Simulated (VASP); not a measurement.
# Mg2Ge2N (P4mm) in VASP: a series of runs, part 2 of 2

VASP 6.6.1.

## Step 3: Relaxation of cell and atoms, PBE

The input, INCAR:

```
PREC     = Accurate       # precision mode
ENCUT    = 600            # plane-wave cutoff, eV
EDIFF    = 1E-6           # SCF threshold, eV
ISMEAR   = 0              # smearing method
SIGMA    = 0.1            # smearing width, eV
LREAL    = False          # projectors in reciprocal space
LASPH    = True           # aspherical terms in the spheres
NELM     = 100            # most SCF steps
ALGO     = Normal         # electronic algorithm
ISIF     = 3              # what is computed and relaxed
LWAVE    = False          # write WAVECAR
LCHARG   = False          # write CHGCAR
GGA      = PE             # functional
IBRION   = 2              # ionic algorithm
NSW      = 90             # ionic steps
EDIFFG   = -0.04          # ionic threshold
```

The input, KPOINTS:

```
Automatic mesh
0
Gamma
  4 4 4
```

The input, POSCAR:

```
Mg2Ge2N
1.0
    3.8227930700      0.0000000000      0.0000000000
    0.0000000000      3.8227930700      0.0000000000
    0.0000000000      0.0000000000      6.3373474700
Mg Ge N
2 2 1
Direct
    0.5000000000      0.0000000000      0.7384915000
    0.0000000000      0.5000000000      0.7384915000
    0.0000000000      0.0000000000      0.2634409000
    0.0000000000      0.0000000000      0.8451109200
    0.5000000000      0.5000000000      0.1936715300
```

Potentials or basis: VASP PAW PBE potentials, release 64 (Mg, Ge_d, N).

On the command line:

```
cat potpaw_PBE.64/Mg/POTCAR potpaw_PBE.64/Ge_d/POTCAR potpaw_PBE.64/N/POTCAR > POTCAR
mpirun -np 1 vasp_std > vasp.out
```

OUTCAR:

```text
PREC = Accurate
   ENCUT = 600
   EDIFF = 1E-6
   ISMEAR = 0
   LREAL = False
   LASPH = True
   NELM = 100
   ISIF = 3
   GGA = PE
   IBRION = 2
   NSW = 90
   EDIFFG = -0.04

 ion  position               nearest neighbor table
   1  0.500  0.000  0.738-   4 2.03   4 2.03   2 2.70   2 2.70   2 2.70   2 2.70
   2  0.000  0.500  0.738-   4 2.03   4 2.03   1 2.70   1 2.70   1 2.70   1 2.70
   3  0.000  0.000  0.263-   4 2.65
   4  0.000  0.000  0.845-   1 2.03   2 2.03   2 2.03   1 2.03   3 2.65
   5  0.500  0.500  0.194-

  LATTYP: Found a simple tetragonal cell.
 ALAT       =     3.8227930700
 C/A-ratio  =     1.6577793655

  Lattice vectors:

 A1 = (   3.8227930700,   0.0000000000,   0.0000000000)
 A2 = (   0.0000000000,   3.8227930700,   0.0000000000)
 A3 = (   0.0000000000,   0.0000000000,   6.3373474700)

Analysis of symmetry for initial positions (statically):
=====================================================================
 Subroutine PRICEL returns:
 Original cell was already a primitive cell.

 Routine SETGRP: Setting up the symmetry group for a
 simple tetragonal supercell.

 Subroutine GETGRP returns: Found  8 space group operations
 (whereof  8 operations were pure point group operations)
 out of a pool of 16 trial point group operations.

The static configuration has the point symmetry C_4v.

Analysis of symmetry for dynamics (positions and initial velocities):
=====================================================================
 Subroutine PRICEL returns:
 Original cell was already a primitive cell.

 Routine SETGRP: Setting up the symmetry group for a
 simple tetragonal supercell.

 Subroutine GETGRP returns: Found  8 space group operations
 (whereof  8 operations were pure point group operations)
 out of a pool of 16 trial point group operations.

The dynamic configuration has the point symmetry C_4v.

 Subroutine INISYM returns: Found  8 space group operations
 (whereof  8 operations are pure point group operations),
 and found     1 'primitive' translations

[... 131 lines left out ...]
   NGX = 15   NGY = 15   NGZ = 25

--------------------------------------- Ionic step        1  -------------------------------------------

 number of electron      36.9999998 magnetization

 Free energy of the ion-electron system (eV)
  ---------------------------------------------------
  ext. energy  EPLUGINS =         0.00000000
  ---------------------------------------------------
  free energy    TOTEN  =        -8.69832470 eV

  energy without entropy =       -8.68120398  energy(sigma->0) =       -8.68976434

------------------------ aborting loop because EDIFF is reached ----------------------------------------

  FORCE on cell =-STRESS in cart. coord.  units (eV):
  Direction    XX          YY          ZZ          XY          YZ          ZX
  --------------------------------------------------------------------------------------
  -------------------------------------------------------------------------------------
  Total       25.9326848     25.9326848      1.7068917      0.0000000      0.0000000      0.0000000
  in kB      448.6306737    448.6306737     29.5289125      0.0000000      0.0000000      0.0000000
  external PRESSURE =     308.9300866 kB  Pullay stress =       0.0000000 kB
[... 98 lines left out ...]
  FREE ENERGIE OF THE ION-ELECTRON SYSTEM (eV)
  ---------------------------------------------------
  free  energy   TOTEN  =       -13.5883900123 eV

  energy  without entropy=      -13.5531892718  energy(sigma->0) =      -13.57078964

 E-fermi :   3.5896     XC(G=0):  -9.8335

 val. band max:        3.5702200148   @ k =   0.2500   0.0000   0.0000
 cond. band min:       3.6340651574   @ k =   0.2500   0.2500   0.0000
 fundamental gap:      0.0638451426
 Fermi energy:         3.5895926326

 k-point     1 :       0.0000    0.0000    0.0000
  band No.  band energies     occupation
      1     -20.9199      2.00000
      2     -20.7552      2.00000
      3     -20.7544      2.00000
      4     -20.7544      2.00000
      5     -20.7256      2.00000
      6     -20.1632      2.00000
[... 439 lines left out ...]
     21       6.0574      0.00000
     22       6.7412      0.00000

[... ionic steps 4 to 46 ...]

--------------------------------------- Ionic step       47  -------------------------------------------

 number of electron      36.9999977 magnetization

------------------------ aborting loop because EDIFF is reached ----------------------------------------
[... 73 lines left out ...]
--------------------------------------- Ionic step       49  -------------------------------------------

 number of electron      36.9999976 magnetization

 Free energy of the ion-electron system (eV)
  ---------------------------------------------------
  ext. energy  EPLUGINS =         0.00000000
  ---------------------------------------------------
  free energy    TOTEN  =       -19.13033311 eV

  energy without entropy =      -19.12118292  energy(sigma->0) =      -19.12575802

 E-fermi :   2.4302     XC(G=0):  -8.7958

 val. band max:        2.4027743944   @ k =   0.2500   0.2500   0.5000
 cond. band min:       2.4671819810   @ k =   0.5000   0.2500   0.5000
 fundamental gap:      0.0644075866
 Fermi energy:         2.4301745771

 k-point     1 :       0.0000    0.0000    0.0000
  band No.  band energies     occupation
      1     -22.3251      2.00000
      2     -22.2279      2.00000
      3     -22.2203      2.00000
      4     -22.2127      2.00000
      5     -22.2127      2.00000
      6     -22.2088      2.00000
[... 471 lines left out ...]
  FREE ENERGIE OF THE ION-ELECTRON SYSTEM (eV)
  ---------------------------------------------------
  free  energy   TOTEN  =       -19.1303331089 eV

  energy  without entropy=      -19.1211829215  energy(sigma->0) =      -19.12575802

 reached required accuracy - stopping structural energy minimisation
```

Run time: 24 min. Hardware: 1 thread of Intel Xeon Platinum 8259CL at 2.50GHz (Skylake/Cascade Lake), shared host; peak memory 0.26 GiB.

Results:

```yaml
Free_energy: -19.1303 eV
Relaxed_volume: 21.93 Å³/atom
Relaxed_cell: a = 4.052 Å, b = 4.052 Å, c = 6.680 Å, α = 90.00°, β = 90.00°, γ = 90.00°
Space_group_after_relaxing_to_0.05_Å: P4/mmm (No. 123)
Energy_gained_by_relaxing: 2086.4 meV/atom
Ionic_steps: 49
Pressure_after_relaxing: 0.0 GPa
Largest_force_after_relaxing: 0.007 eV/Å
```

Forces on the atoms (eV/Å):
```
Mg   0.000  0.000  0.004
Mg   0.000  0.000  0.004
Ge   0.000  0.000 -0.007
Ge   0.000  0.000 -0.004
N    0.000  0.000  0.003
```

Step by step:
```
step  energy change (eV)  largest force (eV/Å)  pressure (GPa)  volume (Å³)
   1              0.0000                8.3007           30.89        92.61
   3             -4.8901                0.7864           -1.40       126.58
   5             -4.8942                0.7430           -1.62       127.45
   7             -5.3748                3.1178            1.50       110.72
   9             -5.2329                4.0107            3.23       108.00
  11             -5.2539                4.7677            4.42       105.08
  13             -5.4335                4.8869            5.36       101.71
  15             -5.5982                4.9093           14.72        88.72
  17             -6.0095                1.9239           16.53        86.05
  19             -6.8399                1.9231            5.47        95.89
  21             -7.0291                1.9043           -1.09       105.90
  23             -7.0881                1.9164           -0.60       104.88
  25             -7.5839                1.9674           -1.28       105.86
  27             -8.6237                5.6013            1.39       109.81
  29             -8.7237                5.4592            1.37       110.14
  31             -9.0878                4.8819            1.23       111.60
  33             -9.5395                3.2662           -0.16       113.55
  35             -9.9188                1.9696           -2.25       113.66
  37            -10.0014                0.9420           -2.34       113.69
  39            -10.1397                0.9109           -1.18       110.44
  41            -10.0528                0.8627            8.92        95.87
  43            -10.3503                0.5827            1.81       104.79
  45            -10.4272                0.2231            0.80       108.22
  47            -10.4318                0.0498            0.09       109.42
  49            -10.4320                0.0073            0.04       109.66
```

Final structure:
```
CELL_PARAMETERS angstrom
4.05161 0.00000 0.00000
0.00000 4.05161 0.00000
0.00000 0.00000 6.68015
ATOMIC_POSITIONS crystal
Mg 0.50000 0.00000 0.55562
Mg 0.00000 0.50000 0.55562
Ge 0.00000 0.00000 0.22860
Ge 0.00000 0.00000 0.88374
N 0.50000 0.50000 0.55563
```

Caveat: the k points lie up to 0.39 Å⁻¹ apart in the final cell; the volume moved by over 15 % at a fixed basis, so the end points are rough.
